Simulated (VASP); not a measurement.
Input of a VASP 6.6.1 run:

The input INCAR:

```
SYSTEM = TiSi2
PREC = Accurate
ENCUT = 520
EDIFF = 1E-7
ISMEAR = 0
SIGMA = 0.1
LREAL = .FALSE.
LASPH = .TRUE.
NELM = 60
ALGO = Normal
ISIF = 2
LWAVE = .FALSE.
LCHARG = .FALSE.
GGA = PE
IVDW = 12
NBANDS = 29
```

File KPOINTS:

```
regular mesh
0
G
  10 10 10
  0 0 0
```

Contents of POSCAR:

```
TiSi2
1.0
    0.0000000000      4.0644320394      4.2307305598
    2.3672947516      0.0000000000      4.2307305598
    2.3672947516      4.0644320394      0.0000000000
Ti Si
2 4
Direct
    0.7500000000      0.7500000000      0.7500000000
    0.5000000000      0.5000000000      0.5000000000
    0.0865450031      0.4134549969      0.0865450031
    0.4134549969      0.0865450031      0.4134549969
    0.1634549969      0.8365450031      0.1634549969
    0.8365450031      0.1634549969      0.8365450031
```

Potentials or basis: VASP PAW PBE potentials, release 64 (Ti_sv, Si).

Launch:

```bash
$ cat potpaw_PBE.64/Ti_sv/POTCAR potpaw_PBE.64/Si/POTCAR > POTCAR
$ mpirun -np 1 vasp_std > vasp.out
```

**Question.** Estimate the pressure.

**Answer.** -0.1 GPa.

**Question.** Estimate the dispersion energy per atom.

**Answer.** -0.556 eV.

**Question.** Predict the band gap on the k mesh.

**Answer.** Zero (bands 20 and 21 overlap by 1.91 eV).
